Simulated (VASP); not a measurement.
Wanted: the native input for a VASP 6.6.1 run.

- Task: single point
- Functional: PBE
- Potentials or basis: VASP PAW PBE potentials, release 64 (Al, C)
- Cutoff: 600 eV
- k mesh: 12 × 12 × 1
- Occupations: gaussian, width 0.2 eV
- Spin: no spin polarisation
- Dipole correction: no
- Further INCAR settings: ALGO = Normal; EDIFF = 1e-06; NBANDS = 24

The structure of AlC lies in POSCAR:

```
AlC
1.0
    2.5640065907      0.0000000000      0.0000000000
   -1.2820032953      2.2204948430      0.0000000000
    0.0000000000      0.0000000000     21.7413628790
Al C
4 4
Direct
    0.3333333333      0.6666666667      0.1928777707
    0.3333333333      0.6666666667      0.6928777707
    0.6666666667      0.3333333333      0.3071222293
    0.6666666667      0.3333333333      0.8071222293
    0.3333333333      0.6666666667      0.0000021970
    0.3333333333      0.6666666667      0.5000021970
    0.6666666667      0.3333333333      0.4999978030
    0.6666666667      0.3333333333      0.9999978030
```

The input as run:

INCAR

```
PREC = Accurate
ENCUT = 600
EDIFF = 1E-6
ISMEAR = 0
SIGMA = 0.2
LREAL = F
LASPH = T
NELM = 120
ALGO = Normal
ISIF = 2
LWAVE = F
LCHARG = F
GGA = PE
NBANDS = 24
GGA_COMPAT = F
```

KPOINTS

```
Automatic mesh
0
Gamma
  12 12 1
```

Potentials or basis: VASP PAW PBE potentials, release 64 (Al, C).

Command:

```bash
$ cat potpaw_PBE.64/Al/POTCAR potpaw_PBE.64/C/POTCAR > POTCAR
$ mpirun -np 1 vasp_std > vasp.out
```

Results of the run:

| Item | Value |
| --- | --- |
| Pressure | 0.0 GPa |
| Largest force | 0.083 eV/Å |
| Band gap on the k mesh | zero (band 14 reaches 5.70 eV, above the bottom of band 15 at 4.24 eV) |

Run time: 34 s on 1 thread of Intel(R) Xeon(R) 6975P-C (Granite Rapids) (shared host), peak memory 0.26 GiB.
